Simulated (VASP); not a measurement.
# LiNbO3 (R3c) in VASP: a series of runs

The runs below take LiNbO3 through single point, relaxation of cell and atoms, with LDA.

Program: VASP 6.6.1. These are calculated values, not measurements. Logs are shortened: lines on timing, memory, paths and dates and some standing lists are left out, and cuts for length are marked.

## (1) The cell of the first run

It takes space group R3c (No. 161, trigonal). Conventional cell: a = 5.068 Å, b = 5.068 Å, c = 13.687 Å, α = 90.00°, β = 90.00°, γ = 120.00°. Within 2.7 Å of Li (site symmetry 3) lie 6 O at 2.00 to 2.21 Å. Nb (site symmetry 3) has 6 O at 1.88 to 2.08 Å within 2.5 Å. O (site symmetry 1) has 2 Nb at 1.88 to 2.08 Å and 2 Li at 2.00 to 2.21 Å within 2.5 Å.

## (2) Single point, LDA

File INCAR:

```
PREC = Accurate ; ENCUT = 520
EDIFF = 1E-6 ; ISMEAR = 0
SIGMA = 0.02 ; LREAL = False
LASPH = True ; NELM = 60
ALGO = Normal ; ISIF = 2
LWAVE = False ; LCHARG = False
GGA = CA ; NBANDS = 45
```

File KPOINTS:

```
Automatic mesh
0
Gamma
  6 6 6
```

File POSCAR:

```
LiNbO3
1.0
    2.5339538916      1.4629789615      4.5624219366
   -2.5339538916      1.4629789615      4.5624219366
    0.0000000000     -2.9259579229      4.5624219366
Li Nb O
2 2 6
Direct
    0.2821128327      0.2821128327      0.2821128327
    0.7821128327      0.7821128327      0.7821128327
   -0.0015515354     -0.0015515354     -0.0015515354
    0.4984484646      0.4984484646      0.4984484646
    0.1064909895      0.3666177253      0.7181449880
    0.7181449880      0.1064909895      0.3666177253
    0.3666177253      0.7181449880      0.1064909895
    0.2181449880      0.8666177253      0.6064909895
    0.8666177253      0.6064909895      0.2181449880
    0.6064909895      0.2181449880      0.8666177253
```

Potentials or basis: VASP PAW LDA potentials, release 64 (Li_sv, Nb_sv, O).

On the command line:

```
> cat potpaw_LDA.64/Li_sv/POTCAR potpaw_LDA.64/Nb_sv/POTCAR potpaw_LDA.64/O/POTCAR > POTCAR
> mpirun -np 1 vasp_std > vasp.out
```

OUTCAR:

```text
PREC = Accurate
   ENCUT = 520
   EDIFF = 1E-6
   ISMEAR = 0
   LREAL = False
   LASPH = True
   NELM = 60
   ISIF = 2
   GGA = CA

 ion  position               nearest neighbor table
   1  0.282  0.282  0.282-   9 2.00  10 2.00   8 2.00   6 2.21   5 2.21   7 2.21
   2  0.782  0.782  0.782-   5 2.00   6 2.00   7 2.00  10 2.21   9 2.21   8 2.21
   3  0.998  0.998  0.998-   7 1.88   6 1.88   5 1.88  10 2.08   8 2.08   9 2.08
   4  0.498  0.498  0.498-   8 1.88  10 1.88   9 1.88   6 2.08   7 2.08   5 2.08
   5  0.106  0.367  0.718-   3 1.88   2 2.00   4 2.08   1 2.21
   6  0.718  0.106  0.367-   3 1.88   2 2.00   4 2.08   1 2.21
   7  0.367  0.718  0.106-   3 1.88   2 2.00   4 2.08   1 2.21
   8  0.218  0.867  0.606-   4 1.88   1 2.00   3 2.08   2 2.21
   9  0.867  0.606  0.218-   4 1.88   1 2.00   3 2.08   2 2.21
  10  0.606  0.218  0.867-   4 1.88   1 2.00   3 2.08   2 2.21

  LATTYP: Found a trigonal (rhomboedric) cell.
 ALAT       =     5.4200483110
 COS(alpha) =     0.5628594476

  Lattice vectors:

 A1 = (   2.5339538916,   1.4629789615,   4.5624219366)
 A2 = (  -2.5339538916,   1.4629789615,   4.5624219366)
 A3 = (   0.0000000000,  -2.9259579229,   4.5624219366)

Analysis of symmetry for initial positions (statically):
=====================================================================
 Subroutine PRICEL returns:
 Original cell was already a primitive cell.

 Routine SETGRP: Setting up the symmetry group for a
 trigonal (rhombohedral) supercell.

 Subroutine GETGRP returns: Found  6 space group operations
 (whereof  3 operations were pure point group operations)
 out of a pool of 12 trial point group operations.

The static configuration has the point symmetry C_3 .
 The point group associated with its full space group is C_3v.

Analysis of symmetry for dynamics (positions and initial velocities):
=====================================================================
 Subroutine PRICEL returns:
 Original cell was already a primitive cell.

 Routine SETGRP: Setting up the symmetry group for a
 trigonal (rhombohedral) supercell.

 Subroutine GETGRP returns: Found  6 space group operations
 (whereof  3 operations were pure point group operations)
 out of a pool of 12 trial point group operations.

The dynamic configuration has the point symmetry C_3 .
 The point group associated with its full space group is C_3v.

 Subroutine INISYM returns: Found  6 space group operations
[... 119 lines left out ...]
   ISIF   =      2    stress and relaxation
   ISYM   =      2    0-nonsym 1-usesym 2-fastsym
   POTIM  = 0.5000    time-step for ionic-motion
   TEBEG  =    0.0;   TEEND  =   0.0 temperature during run
   PSTRESS=    0.0 pullay stress
   NELECT =      68.0000    total number of electrons
   NUPDOWN=      -1.0000    fix difference up-down
   EMIN   =  10.00;   EMAX   =-10.00  energy-range for DOS
   EFERMI =   0.00;   METHOD = LEGACY
   ISMEAR =     0;   SIGMA  =   0.02  broadening in eV -4-tet -1-fermi 0-gaus
   EFERMI_NEDOS =   21; number of points for ismear=-14 and -15
   IALGO  =     38    algorithm
   IMIX   =      4    mixing-type and parameters
     AMIX     =   0.40;   BMIX     =  1.00
     AMIX_MAG =   1.60;   BMIX_MAG =  1.00
  volume/ion in A,a.u.               =      10.15        68.48
  Fermi-wavevector in a.u.,A,eV,Ry     =   1.432573  2.707170 27.922750  2.052264
  Thomas-Fermi vector in A             =   2.552185
   LORBIT       =      0    0 simple, 1 ext, 2 COOP (PROOUT), +10 PAW based schemes
   GGA     = CA    functional components
   LHFCALC =     F    Hartree Fock is set to
   AEXX    =    0.0000 exact exchange contribution
   IVDW    =     0    specifies the selected vdW correction
   LEPSILON=     F    determine dielectric tensor
   LRPA    =     F    only Hartree local field effects (RPA)
 non-spin polarized calculation
 Gauss-broadening in eV      SIGMA  =   0.02
  energy-cutoff  :      520.00
  volume of cell :      101.48
 maximum number of plane-waves:      2754
   NGX = 21   NGY = 21   NGZ = 21

 number of electron      68.0000017 magnetization

 Free energy of the ion-electron system (eV)
  ---------------------------------------------------
  ext. energy  EPLUGINS =         0.00000000
  ---------------------------------------------------
  free energy    TOTEN  =       -87.60588805 eV

  energy without entropy =      -87.60588805  energy(sigma->0) =      -87.60588805

 E-fermi :   3.8300     XC(G=0): -11.5845

 val. band max:        3.7218591764   @ k =   0.1667   0.1667   0.1667
 cond. band min:       7.2110264832   @ k =   0.0000   0.0000   0.0000
 fundamental gap:      3.4891673068
 Fermi energy:         3.8300349432

 k-point     1 :       0.0000    0.0000    0.0000
  band No.  band energies     occupation
      1     -50.0200      2.00000
      2     -50.0002      2.00000
      3     -37.5360      2.00000
      4     -37.5319      2.00000
      5     -26.5542      2.00000
      6     -26.5542      2.00000
[... 1141 lines left out ...]
     44      13.5607      0.00000
     45      14.3426      0.00000

 [... further k-points ...]

------------------------ aborting loop because EDIFF is reached ----------------------------------------

  FORCE on cell =-STRESS in cart. coord.  units (eV):
  Direction    XX          YY          ZZ          XY          YZ          ZX
  --------------------------------------------------------------------------------------
  -------------------------------------------------------------------------------------
  Total        0.1128484      0.1128484      0.0680439      0.0000000      0.0000000     -0.0000000
  in kB        1.7816512      1.7816512      1.0742774      0.0000000      0.0000000     -0.0000000
  external PRESSURE =       1.5458600 kB  Pullay stress =       0.0000000 kB

 VOLUME and BASIS-vectors are now :
 -----------------------------------------------------------------------------
  energy-cutoff  :      520.00
  volume of cell :      101.48
      direct lattice vectors                 reciprocal lattice vectors
     2.533953892  1.462978961  4.562421937     0.197320086  0.113922805  0.073060611
    -2.533953892  1.462978961  4.562421937    -0.197320086  0.113922805  0.073060611
     0.000000000 -2.925957923  4.562421937     0.000000000 -0.227845610  0.073060611

 POSITION                                       TOTAL-FORCE (eV/Angst)
 -----------------------------------------------------------------------------------
      0.00000      0.00000      3.86135         0.000000      0.000000      0.000035
      0.00000      0.00000     10.70499         0.000000      0.000000      0.000035
      0.00000      0.00000     13.66603         0.000000     -0.000000     -0.056153
      0.00000      0.00000      6.82240         0.000000     -0.000000     -0.056153
     -0.65915     -1.40911      5.43500        -0.010934      0.028181      0.018706
      1.54990      0.13372      5.43500        -0.018938     -0.023560      0.018706
     -0.89075      1.27540      5.43500         0.029873     -0.004621      0.018706
     -1.64320     -0.18758      7.71621        -0.029873     -0.004621      0.018706
      0.65915      1.51684      7.71621         0.010934      0.028181      0.018706
      0.98405     -1.32926      7.71621         0.018938     -0.023560      0.018706
 -----------------------------------------------------------------------------------
    total drift:                                0.000000     -0.000001      0.000383

  FREE ENERGIE OF THE ION-ELECTRON SYSTEM (eV)
  ---------------------------------------------------
  free  energy   TOTEN  =       -87.6058880491 eV

  energy  without entropy=      -87.6058880491  energy(sigma->0) =      -87.60588805
```

Run time: 3.2 min. Hardware: 1 thread of Intel Xeon Platinum 8488C (Sapphire Rapids), shared host; peak memory 0.26 GiB.

Results:

| Quantity | Value |
| --- | --- |
| Free energy | -87.6059 eV |
| Largest force | 0.056 eV/Å |
| Band gap on the k mesh | 3.49 eV (least direct gap 3.51 eV) |

Forces on the atoms (eV/Å):
```
Li   0.000  0.000  0.000
Li   0.000  0.000  0.000
Nb   0.000  0.000 -0.056
Nb   0.000  0.000 -0.056
O   -0.011  0.028  0.019
O   -0.019 -0.024  0.019
O    0.030 -0.005  0.019
O   -0.030 -0.005  0.019
O    0.011  0.028  0.019
O    0.019 -0.024  0.019
```

Caveat: the cutoff is under 1.25 times the usual one of these potentials, so pressure, stress and relaxed cells hold a basis-set (Pulay) error.

## (3) Relaxation of cell and atoms, LDA

This run uses another cell than the first one, of 10.90 Å³/atom.

File INCAR:

```
SYSTEM = LiNbO3
  PREC = Accurate
  ENCUT = 600
  EDIFF = 1E-6
  ISMEAR = 0
  SIGMA = 0.02
  LREAL = .False.
  LASPH = .True.
  NELM = 100
  ALGO = Normal
  ISIF = 3
  LWAVE = .False.
  LCHARG = .False.
  GGA = CA
  IBRION = 2
  NSW = 70
  EDIFFG = -0.005
```

File KPOINTS:

```
Automatic mesh
0
Gamma
  6 6 6
  0 0 0
```

File POSCAR:

```
LiNbO3
1.0
    2.5947505979      1.4980799562      4.6714899528
   -2.5947505979      1.4980799562      4.6714899528
    0.0000000000     -2.9961599123      4.6714899528
Li Nb O
2 2 6
Direct
    0.2816011198      0.2816011198      0.2816011198
    0.7816011198      0.7816011198      0.7816011198
    0.0004547361      0.0004547361      0.0004547361
    0.5004547361      0.5004547361      0.5004547361
    0.1104440279      0.3581697208      0.7211453954
    0.7211453954      0.1104440279      0.3581697208
    0.3581697208      0.7211453954      0.1104440279
    0.2211453954      0.8581697208      0.6104440279
    0.8581697208      0.6104440279      0.2211453954
    0.6104440279      0.2211453954      0.8581697208
```

Potentials or basis: VASP PAW LDA potentials, release 64 (Li_sv, Nb_sv, O).

On the command line:

```
> cat potpaw_LDA.64/Li_sv/POTCAR potpaw_LDA.64/Nb_sv/POTCAR potpaw_LDA.64/O/POTCAR > POTCAR
> mpirun -np 1 vasp_std > vasp.out
```

Run time: 45 min. Hardware: 1 thread of Intel Xeon Platinum 8488C (Sapphire Rapids), shared host; peak memory 0.37 GiB.

Results (log left out):

```yaml
Free_energy: -87.6474 eV
Relaxed_volume: 10.12 Å³/atom
Relaxed_cell: a = 5.415 Å, b = 5.415 Å, c = 5.415 Å, α = 55.75°, β = 55.75°, γ = 55.75°
Space_group_after_relaxing_to_0.1_Å: R3c (No. 161)
Energy_gained_by_relaxing: 24.0 meV/atom
Ionic_steps: 26
Pressure_after_relaxing: 0.0 GPa
Largest_force_after_relaxing: 0.004 eV/Å
Band_gap_on_the_k_mesh: 3.46 eV (least direct gap 3.49 eV)
```

Forces on the atoms (eV/Å):
```
Li   0.000  0.000  0.004
Li   0.000  0.000  0.004
Nb   0.000  0.000  0.004
Nb   0.000  0.000  0.004
O    0.000 -0.003 -0.003
O    0.002  0.002 -0.003
O   -0.002  0.001 -0.003
O    0.002  0.001 -0.003
O    0.000 -0.003 -0.003
O   -0.002  0.002 -0.003
```

The path:
| step | energy change (eV) | largest force (eV/Å) | pressure (GPa) | volume (Å³) |
| --- | --- | --- | --- | --- |
| 1 | 0.0000 | 0.2493 | -10.04 | 108.95 |
| 2 | 0.0808 | 1.4813 | 14.18 | 98.54 |
| 3 | -0.1657 | 0.6513 | -0.34 | 104.08 |
| 4 | -0.2256 | 0.1591 | 0.34 | 102.21 |
| 5 | -0.2258 | 0.1584 | 0.42 | 102.10 |
| 6 | -0.2301 | 0.0932 | -0.91 | 102.43 |
| 7 | -0.2302 | 0.0880 | -1.16 | 102.49 |
| 8 | -0.2332 | 0.0616 | -0.97 | 102.29 |
| 9 | -0.2380 | 0.0454 | -0.35 | 101.70 |
| 10 | -0.2382 | 0.0626 | -0.20 | 101.56 |
| 11 | -0.2391 | 0.0409 | -0.06 | 101.40 |
| 12 | -0.2397 | 0.0083 | 0.16 | 101.14 |
| 13 | -0.2398 | 0.0133 | -0.08 | 101.22 |
| 14 | -0.2398 | 0.0123 | -0.07 | 101.22 |
| 15 | -0.2398 | 0.0088 | -0.04 | 101.22 |
| 16 | -0.2399 | 0.0090 | -0.02 | 101.22 |
| 17 | -0.2399 | 0.0082 | 0.00 | 101.20 |
| 18 | -0.2399 | 0.0062 | 0.08 | 101.17 |
| 19 | -0.2399 | 0.0068 | 0.08 | 101.18 |
| 20 | -0.2399 | 0.0081 | 0.03 | 101.19 |
| 21 | -0.2399 | 0.0069 | 0.05 | 101.18 |
| 22 | -0.2399 | 0.0059 | 0.05 | 101.18 |
| 23 | -0.2399 | 0.0051 | 0.03 | 101.19 |
| 24 | -0.2399 | 0.0075 | -0.03 | 101.20 |
| 25 | -0.2399 | 0.0063 | -0.02 | 101.19 |
| 26 | -0.2399 | 0.0040 | 0.00 | 101.19 |

Final structure:
```
Li Nb O
1.0
     2.53163    1.46164    4.55773
    -2.53163    1.46164    4.55773
     0.00000   -2.92327    4.55773
Li Nb O
2 2 6
Cartesian
  0.0000 0.0000 3.8550
  0.0000 0.0000 10.6916
  0.0000 0.0000 13.6486
  0.0000 0.0000 6.8120
  -0.6614 -1.4069 5.4313
  1.5491 0.1307 5.4313
  -0.8877 1.2762 5.4313
  -1.6439 -0.1854 7.7102
  0.6614 1.5164 7.7102
  0.9826 -1.3309 7.7102
```

Levels at points of the mesh, in eV from the valence-band top:
```csv
k point,band 30,band 31,band 32,band 33,band 34,band 35,band 36,band 37,band 38,band 39
"(0.00, 0.00, 0.00)",-0.63,-0.62,-0.51,-0.02,-0.02,3.46,3.46,3.89,5.16,5.16
"(0.50, 0.00, 0.00)",-0.46,-0.30,-0.30,-0.19,-0.19,3.91,3.91,4.75,4.75,4.97
"(0.50, 0.50, 0.00)",-0.94,-0.68,-0.67,-0.43,-0.24,3.54,4.05,4.57,4.66,5.34
"(0.50, 0.50, 0.50)",-0.70,-0.30,-0.30,-0.30,-0.30,4.68,4.68,4.90,4.90,4.90
```

Caveat: the cutoff is under 1.25 times the usual one of these potentials, so pressure, stress and relaxed cells hold a basis-set (Pulay) error. A k mesh can miss the band edges.
